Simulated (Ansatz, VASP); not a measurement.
## Two plane-wave programs on HfN

```
Hf N
1.0
     0.00000    2.24003    2.45482
     2.66962    0.00000    2.45482
     2.66962    2.24003    0.00000
Hf N
1 1
Direct
  0.00000 0.00000 0.00000
  0.75000 0.75000 0.75000
```

Change from the starting cell: strain +0.0875 x Voigt [1, -1, 0, 0, 0, 0], atoms carried along.

Alike in both runs: task single point; functional PBEsol; k mesh 16 × 16 × 16; occupations gaussian, width 0.15 eV; no spin polarisation.

|  | VASP | Ansatz |
| --- | --- | --- |
| version | VASP 6.6.1 | Ansatz 0.2.0 |
| potentials or method | VASP PAW PBE potentials, release 64 (Hf_pv, N), cutoff 520 eV | scalar-relativistic, plane waves, PAW |
| valence electrons in the cell | 15 | 31 |

|  | VASP | Ansatz | Ansatz less VASP |
| --- | --- | --- | --- |
| gap on the k mesh at the Fermi level (eV) | none | none | - |
| pressure (GPa) | -5.8 | -4.9 | +0.96 |
| traceless stress, the component that is largest in VASP (GPa) | -13.25 | -13.18 | +0.074 |

VASP's potentials were made for PBE, not for PBEsol. A gap of «none» marks a metal or a gap that the smearing closes. With one functional, cell and mesh, what is left measures potentials, basis and numerics. VASP's potentials hold 15 valence electrons a cell and Ansatz's 31, so a difference there can come from the potentials and not from the codes.

Neither program's run includes spin-orbit coupling.
